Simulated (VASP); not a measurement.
# Os (Pm-3m) in VASP: a series of runs, part 2 of 3

VASP 6.6.1. The steps go on from the part before.

## Step 3: Single point, LDA (volume scaled by 1.12)

INCAR reads:

```
SYSTEM = Os
ALGO     = Normal         ! electronic algorithm
EDIFF    = 1E-6           ! SCF threshold, eV
ENCUT    = 520            ! plane-wave cutoff, eV
ISIF     = 2              ! what is computed and relaxed
ISMEAR   = -1             ! smearing method
LASPH    = .TRUE.         ! aspherical terms in the spheres
LCHARG   = .FALSE.        ! write CHGCAR
LREAL    = .FALSE.        ! projectors in reciprocal space
LWAVE    = .FALSE.        ! write WAVECAR
NBANDS   = 10             ! bands
NELM     = 60             ! most SCF steps
PREC     = Accurate       ! precision mode
SIGMA    = 0.1            ! smearing width, eV
```

KPOINTS reads:

```
k-points
0
G
  14 14 14
  0 0 0
```

POSCAR reads:

```
Os
1.0
    2.6139816295      0.0000000000      0.0000000000
    0.0000000000      2.6139816295      0.0000000000
    0.0000000000      0.0000000000      2.6139816295
Os
1
Direct
    0.0000000000      0.0000000000      0.0000000000
```

Potentials or basis: VASP PAW LDA potentials, release 64 (Os).

Run with:

```
$ cat potpaw_LDA.64/Os/POTCAR > POTCAR
$ mpirun -np 1 vasp_std > vasp.out
```

OUTCAR:

```text
SYSTEM = Os
   EDIFF = 1E-6
   ENCUT = 520
   ISIF = 2
   ISMEAR = -1
   LASPH = .TRUE.
   LREAL = .FALSE.
   NELM = 60
   PREC = Accurate

 ion  position               nearest neighbor table
   1  0.000  0.000  0.000-

  LATTYP: Found a simple cubic cell.
 ALAT       =     2.6139816295

  Lattice vectors:

 A1 = (   2.6139816295,   0.0000000000,   0.0000000000)
 A2 = (   0.0000000000,   2.6139816295,   0.0000000000)
 A3 = (   0.0000000000,   0.0000000000,   2.6139816295)

Analysis of symmetry for initial positions (statically):
=====================================================================
 Subroutine PRICEL returns:
 Original cell was already a primitive cell.

 Routine SETGRP: Setting up the symmetry group for a
 simple cubic supercell.

 Subroutine GETGRP returns: Found 48 space group operations
 (whereof 48 operations were pure point group operations)
 out of a pool of 48 trial point group operations.

The static configuration has the point symmetry O_h .

Analysis of symmetry for dynamics (positions and initial velocities):
=====================================================================
 Subroutine PRICEL returns:
 Original cell was already a primitive cell.

 Routine SETGRP: Setting up the symmetry group for a
 simple cubic supercell.

 Subroutine GETGRP returns: Found 48 space group operations
 (whereof 48 operations were pure point group operations)
 out of a pool of 48 trial point group operations.

The dynamic configuration has the point symmetry O_h .

 Subroutine INISYM returns: Found 48 space group operations
 (whereof 48 operations are pure point group operations),
 and found     1 'primitive' translations

----------------------------------------------------------------------------------------

                                     Primitive cell

  volume of cell :      17.8611

[... 102 lines left out ...]
   EFERMI_NEDOS =   21; number of points for ismear=-14 and -15
   IALGO  =     38    algorithm
   IMIX   =      4    mixing-type and parameters
     AMIX     =   0.40;   BMIX     =  1.00
     AMIX_MAG =   1.60;   BMIX_MAG =  1.00
  volume/ion in A,a.u.               =      17.86       120.53
  Fermi-wavevector in a.u.,A,eV,Ry     =   1.252571  2.367016 21.346639  1.568934
  Thomas-Fermi vector in A             =   2.386465
   LORBIT       =      0    0 simple, 1 ext, 2 COOP (PROOUT), +10 PAW based schemes
   GGA     = CA    functional components
   LHFCALC =     F    Hartree Fock is set to
   AEXX    =    0.0000 exact exchange contribution
   IVDW    =     0    specifies the selected vdW correction
   LEPSILON=     F    determine dielectric tensor
   LRPA    =     F    only Hartree local field effects (RPA)
 non-spin polarized calculation
  energy-cutoff  :      520.00
  volume of cell :       17.86
 maximum number of plane-waves:       500
 NGX is ok and might be reduce to    20
   NGX =  9   NGY =  9   NGZ =  9

 number of electron       8.0000001 magnetization

 Free energy of the ion-electron system (eV)
  ---------------------------------------------------
  ext. energy  EPLUGINS =         0.00000000
  ---------------------------------------------------
  free energy    TOTEN  =       -10.91080420 eV

  energy without entropy =      -10.85314799  energy(sigma->0) =      -10.88197609

 E-fermi :   6.1714     XC(G=0): -12.6770

 val. band max:        6.1703431955   @ k =   0.2143   0.1429   0.0714
 cond. band min:       6.1942925556   @ k =   0.2857   0.0714   0.0714
 fundamental gap:      0.0239493600
 Fermi energy:         6.1714402672

 k-point     1 :       0.0000    0.0000    0.0000
  band No.  band energies     occupation
      1      -2.6635      2.00000
      2       0.7881      2.00000
      3       0.7881      2.00000
      4       8.1983      0.00000
      5       8.1983      0.00000
      6       8.1983      0.00000
      7      21.2029      0.00000
      8      21.2029      0.00000
      9      21.2029      0.00000
     10      27.0072      0.00000
[... 287 lines left out ...]
 k-point    24 :       0.3571    0.2143    0.0000
  band No.  band energies     occupation
      1       0.7254      2.00000
      2       2.2275      2.00000
      3       3.5800      2.00000
      4       5.9495      1.80403
      5       6.3277      0.34667
      6       7.2565      0.00004
      7      14.6573      0.00000
      8      20.4006      0.00000
      9      24.1255      0.00000
     10      28.0509      0.00000

 [... further k-points ...]
[... 5 lines left out ...]
  --------------------------------------------------------------------------------------
  -------------------------------------------------------------------------------------
  Total       -2.9849013     -2.9849013     -2.9849013      0.0000000     -0.0000000      0.0000000
  in kB     -267.7521495   -267.7521495   -267.7521495      0.0000000     -0.0000000      0.0000000
  external PRESSURE =    -267.7521495 kB  Pullay stress =       0.0000000 kB

 VOLUME and BASIS-vectors are now :
 -----------------------------------------------------------------------------
  energy-cutoff  :      520.00
  volume of cell :       17.86
      direct lattice vectors                 reciprocal lattice vectors
     2.613981630  0.000000000  0.000000000     0.382558159  0.000000000  0.000000000
     0.000000000  2.613981630  0.000000000     0.000000000  0.382558159  0.000000000
     0.000000000  0.000000000  2.613981630     0.000000000  0.000000000  0.382558159

 POSITION                                       TOTAL-FORCE (eV/Angst)
 -----------------------------------------------------------------------------------
      0.00000      0.00000      0.00000         0.000000      0.000000      0.000000
 -----------------------------------------------------------------------------------
    total drift:                                0.000000      0.000000      0.000000

  FREE ENERGIE OF THE ION-ELECTRON SYSTEM (eV)
  ---------------------------------------------------
  free  energy   TOTEN  =       -10.9108041956 eV

  energy  without entropy=      -10.8531479909  energy(sigma->0) =      -10.88197609
```

OSZICAR:

```text
N       E                     dE             d eps       ncg     rms          rms(c)
DAV:   1     0.322253340775E+02    0.32225E+02   -0.41028E+03  2440   0.721E+02
DAV:   2    -0.102422006884E+02   -0.42468E+02   -0.40237E+02  2486   0.188E+02
DAV:   3    -0.115075233698E+02   -0.12653E+01   -0.12515E+01  2778   0.294E+01
DAV:   4    -0.115111693254E+02   -0.36460E-02   -0.36453E-02  2714   0.187E+00
DAV:   5    -0.115111802287E+02   -0.10903E-04   -0.10902E-04  2726   0.924E-02    0.153E+01
DAV:   6    -0.110004258954E+02    0.51075E+00   -0.91233E-01  3004   0.683E+00    0.606E+00
DAV:   7    -0.109153840249E+02    0.85042E-01   -0.29728E-01  3146   0.374E+00    0.906E-01
DAV:   8    -0.109109754527E+02    0.44086E-02   -0.27686E-03  2540   0.440E-01    0.225E-01
DAV:   9    -0.109108031240E+02    0.17233E-03   -0.25688E-04  2776   0.131E-01    0.363E-02
DAV:  10    -0.109108041512E+02   -0.10271E-05   -0.52248E-06  2610   0.221E-02    0.170E-03
DAV:  11    -0.109108041956E+02   -0.44401E-07   -0.25134E-08  1492   0.154E-03
   1 F= -.10910804E+02 E0= -.10881976E+02  d E =-.576562E-01
```

It took 5.3 s on 1 thread of Intel Xeon 6975P-C (Granite Rapids), shared host; peak memory 0.13 GiB.

What came out:

```yaml
Free_energy: -10.9108 eV
Pressure: -26.8 GPa
Band_gap_on_the_k_mesh: zero (band 4 reaches 10.56 eV, above the bottom of band 5 at 5.32 eV)
```

Levels at points of the mesh, in eV from the Fermi level:
| k point | band 1 | band 2 | band 3 | band 4 | band 5 | band 6 | band 7 | band 8 | band 9 |
| --- | --- | --- | --- | --- | --- | --- | --- | --- | --- |
| (0.00, 0.00, 0.00) | -8.83 | -5.38 | -5.38 | 2.03 | 2.03 | 2.03 | 15.03 | 15.03 | 15.03 |
| (0.50, 0.00, 0.00) | -5.79 | -4.64 | -0.87 | -0.86 | -0.86 | 2.32 | 6.45 | 15.67 | 19.48 |
| (0.50, 0.50, 0.00) | -5.97 | -4.16 | -0.30 | -0.30 | 4.19 | 4.40 | 4.40 | 11.53 | 14.13 |
| (0.50, 0.50, 0.50) | -4.68 | -4.68 | -4.68 | 4.39 | 4.39 | 8.80 | 10.52 | 10.52 | 10.52 |

Caveat: the cell differs from its parent crystal (volume scaled by 1.12); spin-orbit coupling is left out, which moves the levels of the heavy elements.

## Step 4: Relaxation of cell and atoms, LDA

This run uses another cell than the first one, of 15.11 Å³/atom, 0.948 times its volume.

INCAR reads:

```
SYSTEM = Os
PREC = Accurate ; ENCUT = 600
EDIFF = 1E-6 ; ISMEAR = -1
SIGMA = 0.1 ; LREAL = .False.
LASPH = .True. ; NELM = 60
ALGO = Normal ; ISIF = 3
LWAVE = .False. ; LCHARG = .False.
GGA = CA ; IBRION = 2
NSW = 80 ; EDIFFG = -0.01
```

KPOINTS reads:

```
regular mesh
0
Gamma
  13 13 13
  0 0 0
```

POSCAR reads:

```
Os
1.0
    2.4722656457      0.0000000000      0.0000000000
    0.0000000000      2.4722656457      0.0000000000
    0.0000000000      0.0000000000      2.4722656457
Os
1
Direct
    0.0000000000      0.0000000000      0.0000000000
```

Potentials or basis: VASP PAW LDA potentials, release 64 (Os).

Run with:

```
$ cat potpaw_LDA.64/Os/POTCAR > POTCAR
$ mpirun -np 1 vasp_std > vasp.out
```

OUTCAR:

```text
SYSTEM = Os
   PREC = Accurate
   ENCUT = 600
   EDIFF = 1E-6
   ISMEAR = -1
   LREAL = .False.
   LASPH = .True.
   NELM = 60
   ISIF = 3
   GGA = CA
   IBRION = 2
   NSW = 80
   EDIFFG = -0.01

 ion  position               nearest neighbor table
   1  0.000  0.000  0.000-

  LATTYP: Found a simple cubic cell.
 ALAT       =     2.4722656457

  Lattice vectors:

 A1 = (   2.4722656457,   0.0000000000,   0.0000000000)
 A2 = (   0.0000000000,   2.4722656457,   0.0000000000)
 A3 = (   0.0000000000,   0.0000000000,   2.4722656457)

Analysis of symmetry for initial positions (statically):
=====================================================================
 Subroutine PRICEL returns:
 Original cell was already a primitive cell.

 Routine SETGRP: Setting up the symmetry group for a
 simple cubic supercell.

 Subroutine GETGRP returns: Found 48 space group operations
 (whereof 48 operations were pure point group operations)
 out of a pool of 48 trial point group operations.

The static configuration has the point symmetry O_h .

Analysis of symmetry for dynamics (positions and initial velocities):
=====================================================================
 Subroutine PRICEL returns:
 Original cell was already a primitive cell.

 Routine SETGRP: Setting up the symmetry group for a
 simple cubic supercell.

 Subroutine GETGRP returns: Found 48 space group operations
 (whereof 48 operations were pure point group operations)
 out of a pool of 48 trial point group operations.

The dynamic configuration has the point symmetry O_h .

 Subroutine INISYM returns: Found 48 space group operations
 (whereof 48 operations are pure point group operations),
 and found     1 'primitive' translations

----------------------------------------------------------------------------------------

                                     Primitive cell

  volume of cell :      15.1107

  direct lattice vectors                    reciprocal lattice vectors
     2.472265646  0.000000000  0.000000000     0.404487277  0.000000000  0.000000000
     0.000000000  2.472265646  0.000000000     0.000000000  0.404487277  0.000000000
     0.000000000  0.000000000  2.472265646     0.000000000  0.000000000  0.404487277

  length of vectors
     2.472265646  2.472265646  2.472265646     0.404487277  0.404487277  0.404487277

  position of ions in fractional coordinates (direct lattice)
     0.000000000  0.000000000  0.000000000

  ion indices of the primitive-cell ions
   primitive index   ion index
                 1           1

----------------------------------------------------------------------------------------

 KPOINTS: regular mesh

Automatic generation of k-mesh.
 Grid dimensions read from file:
 generate k-points for:   13   13   13

 Generating k-lattice:

  Cartesian coordinates                     Fractional coordinates (reciprocal lattice)
     0.031114406  0.000000000  0.000000000     0.076923077  0.000000000  0.000000000
[... 51 lines left out ...]
   ISTART =      0    job   : 0-new  1-cont  2-samecut
   ICHARG =      2    charge: 1-file 2-atom 10-const
   ISPIN  =      1    spin polarized calculation?
   LNONCOLLINEAR =      F non collinear calculations
   LSORBIT =      F    spin-orbit coupling
   LASPH  =      T    aspherical Exc in radial PAW
   ENCUT  =  600.0 eV  44.10 Ry    6.64 a.u.   4.94  4.94  4.94*2*pi/ulx,y,z
   NELM   =     60;   NELMIN=  2; NELMDL= -5     # of ELM steps
   EDIFF  = 0.1E-05   stopping-criterion for ELM
   LREAL  =      F    real-space projection
   EDIFFG = -.1E-01   stopping-criterion for IOM
   NSW    =     80    number of steps for IOM
   IBRION =      2    ionic relax: 0-MD 1-quasi-New 2-CG
   NFREE  =      1    steps in history (QN), initial steepest desc. (CG)
   ISIF   =      3    stress and relaxation
   ISYM   =      2    0-nonsym 1-usesym 2-fastsym
   POTIM  = 0.5000    time-step for ionic-motion
   TEBEG  =    0.0;   TEEND  =   0.0 temperature during run
   PSTRESS=    0.0 pullay stress
   NELECT =       8.0000    total number of electrons
   NUPDOWN=      -1.0000    fix difference up-down
   EMIN   =  10.00;   EMAX   =-10.00  energy-range for DOS
   EFERMI =   0.00;   METHOD = LEGACY
   ISMEAR =    -1;   SIGMA  =   0.10  broadening in eV -4-tet -1-fermi 0-gaus
   EFERMI_NEDOS =   21; number of points for ismear=-14 and -15
   IALGO  =     38    algorithm
   IMIX   =      4    mixing-type and parameters
     AMIX     =   0.40;   BMIX     =  1.00
     AMIX_MAG =   1.60;   BMIX_MAG =  1.00
  volume/ion in A,a.u.               =      15.11       101.97
  Fermi-wavevector in a.u.,A,eV,Ry     =   1.324371  2.502698 23.864058  1.753959
  Thomas-Fermi vector in A             =   2.453911
   LORBIT       =      0    0 simple, 1 ext, 2 COOP (PROOUT), +10 PAW based schemes
   GGA     = CA    functional components
   LHFCALC =     F    Hartree Fock is set to
   AEXX    =    0.0000 exact exchange contribution
   IVDW    =     0    specifies the selected vdW correction
   LEPSILON=     F    determine dielectric tensor
   LRPA    =     F    only Hartree local field effects (RPA)
 conjugate gradient relaxation of ions
 non-spin polarized calculation
  energy-cutoff  :      600.00
  volume of cell :       15.11
 maximum number of plane-waves:       517
 NGX is ok and might be reduce to    20
   NGX =  9   NGY =  9   NGZ =  9

--------------------------------------- Ionic step        1  -------------------------------------------

 number of electron       8.0000002 magnetization

 Free energy of the ion-electron system (eV)
  ---------------------------------------------------
  ext. energy  EPLUGINS =         0.00000000
  ---------------------------------------------------
  free energy    TOTEN  =       -11.04448229 eV

  energy without entropy =      -11.00587249  energy(sigma->0) =      -11.02517739

------------------------ aborting loop because EDIFF is reached ----------------------------------------

  FORCE on cell =-STRESS in cart. coord.  units (eV):
  Direction    XX          YY          ZZ          XY          YZ          ZX
  --------------------------------------------------------------------------------------
  -------------------------------------------------------------------------------------
  Total        1.8198194      1.8198194      1.8198194     -0.0000000     -0.0000000      0.0000000
  in kB      192.9538555    192.9538555    192.9538555     -0.0000000     -0.0000000      0.0000000
  external PRESSURE =     192.9538555 kB  Pullay stress =       0.0000000 kB
[... 86 lines left out ...]
  FREE ENERGIE OF THE ION-ELECTRON SYSTEM (eV)
  ---------------------------------------------------
  free  energy   TOTEN  =       -11.0922993924 eV

  energy  without entropy=      -11.0498658865  energy(sigma->0) =      -11.07108264

[... ionic steps 4 to 13 ...]

--------------------------------------- Ionic step       14  -------------------------------------------

 number of electron       8.0000000 magnetization

------------------------ aborting loop because EDIFF is reached ----------------------------------------
[... 65 lines left out ...]
--------------------------------------- Ionic step       16  -------------------------------------------

 number of electron       8.0000000 magnetization

 Free energy of the ion-electron system (eV)
  ---------------------------------------------------
  ext. energy  EPLUGINS =         0.00000000
  ---------------------------------------------------
  free energy    TOTEN  =       -11.09267490 eV

  energy without entropy =      -11.05058830  energy(sigma->0) =      -11.07163160

 E-fermi :   7.6959     XC(G=0): -13.2853

 val. band max:        7.6734122863   @ k =   0.3077   0.1538   0.0000
 cond. band min:       7.6981316879   @ k =   0.3077   0.1538   0.0769
 fundamental gap:      0.0247194016
 Fermi energy:         7.6958765741

 k-point     1 :       0.0000    0.0000    0.0000
  band No.  band energies     occupation
      1      -2.0840      2.00000
      2       1.3731      2.00000
      3       1.3731      2.00000
      4      10.1204      0.00000
      5      10.1204      0.00000
      6      10.1204      0.00000
      7      23.5331      0.00000
      8      23.5331      0.00000
[... 243 lines left out ...]
 k-point    24 :       0.3846    0.3077    0.0000
  band No.  band energies     occupation
      1       1.7740      2.00000
      2       2.4763      2.00000
      3       6.8136      1.99971
      4       7.3978      1.90338
      5       8.1086      0.03173
      6       9.0230      0.00000
      7      16.6856      0.00000
      8      21.5939      0.00000

 [... further k-points ...]
[... 5 lines left out ...]
  --------------------------------------------------------------------------------------
  -------------------------------------------------------------------------------------
  Total        0.0021586      0.0021586      0.0021586      0.0000000      0.0000000     -0.0000000
  in kB        0.2168063      0.2168063      0.2168063      0.0000000      0.0000000     -0.0000000
  external PRESSURE =       0.2168063 kB  Pullay stress =       0.0000000 kB
[... 16 lines left out ...]
  FREE ENERGIE OF THE ION-ELECTRON SYSTEM (eV)
  ---------------------------------------------------
  free  energy   TOTEN  =       -11.0926748955 eV

  energy  without entropy=      -11.0505883010  energy(sigma->0) =      -11.07163160

 reached required accuracy - stopping structural energy minimisation
```

It took 18 s on 1 thread of Intel Xeon 6975P-C (Granite Rapids), shared host; peak memory 0.13 GiB.

What came out:

- Free energy: -11.0927 eV
- Relaxed volume: 15.95 Å³/atom
- Relaxed cell: a = 2.517 Å, b = 2.517 Å, c = 2.517 Å, α = 90.00°, β = 90.00°, γ = 90.00°
- Space group after relaxing (to 0.05 Å): Pm-3m (No. 221)
- Energy gained by relaxing: 48.2 meV/atom
- Ionic steps: 16
- Pressure after relaxing: 0.0 GPa
- Band gap on the k mesh: zero (band 4 reaches 12.49 eV, above the bottom of band 5 at 6.66 eV)

The path:
| step | energy change (eV) | largest force (eV/Å) | pressure (GPa) | volume (Å³) |
| --- | --- | --- | --- | --- |
| 1 | 0.0000 | 0.0000 | 19.30 | 15.11 |
| 2 | 0.4642 | 0.0000 | -38.65 | 19.45 |
| 3 | -0.0478 | 0.0000 | -1.53 | 16.03 |
| 4 | -0.0482 | 0.0000 | -0.11 | 15.96 |
| 5 | -0.0482 | 0.0000 | 0.23 | 15.94 |
| 6 | -0.0482 | 0.0000 | 0.23 | 15.94 |
| 7 | -0.0482 | 0.0000 | 0.22 | 15.94 |
| 8 | -0.0482 | 0.0000 | 0.19 | 15.94 |
| 9 | -0.0482 | 0.0000 | 0.18 | 15.94 |
| 10 | -0.0482 | 0.0000 | 0.18 | 15.94 |
| 11 | -0.0482 | 0.0000 | 0.18 | 15.94 |
| 12 | -0.0482 | 0.0000 | 0.18 | 15.94 |
| 13 | -0.0482 | 0.0000 | 0.17 | 15.94 |
| 14 | -0.0482 | 0.0000 | 0.16 | 15.95 |
| 15 | -0.0482 | 0.0000 | 0.14 | 15.95 |
| 16 | -0.0482 | 0.0000 | 0.02 | 15.95 |

Final structure:
```xyz
1
Lattice="2.5173 0.0000 0.0000 0.0000 2.5173 0.0000 0.0000 0.0000 2.5173" Properties=species:S:1:pos:R:3 pbc="T T T"
Os    0.0000    0.0000    2.5173
```

Caveat: spin-orbit coupling is left out, which moves the levels of the heavy elements.

[end of part 2 of 3]
